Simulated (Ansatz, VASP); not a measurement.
# One calculation of Pt, two programs

```
Pt
1.0
     0.00000    2.43563    2.43563
     2.43563    0.00000    2.43563
     2.43563    2.43563    0.00000
Pt
2
Direct
  0.87500 0.87500 0.87500
  0.12500 0.12500 0.12500
```

Change from the starting cell: volume scaled by 0.6, crystal datasets.

Alike in both runs: task single point; functional PBE; k mesh 14 × 14 × 14; occupations fermi-dirac, width 0.05 eV; no spin polarisation.

|  | VASP | Ansatz |
| --- | --- | --- |
| version | VASP 6.6.1 | Ansatz 0.2.0 |
| potentials or method | VASP PAW PBE potentials, release 64 (Pt), cutoff 500 eV | all-electron PAW with datasets made for the crystal, scalar-relativistic |

VASP gave:

```
pressure (GPa) : 206.6
```

Q: Which values does Ansatz return?

A: Pressure (GPa): 219.1.

Both programs put the cell under a high pressure, so it lies far from rest at this level. Ansatz ran all-electron here, and VASP with PAW potentials.

Spin-orbit coupling is off throughout. Noted on VASP's run: the cell as given lies far from equilibrium.
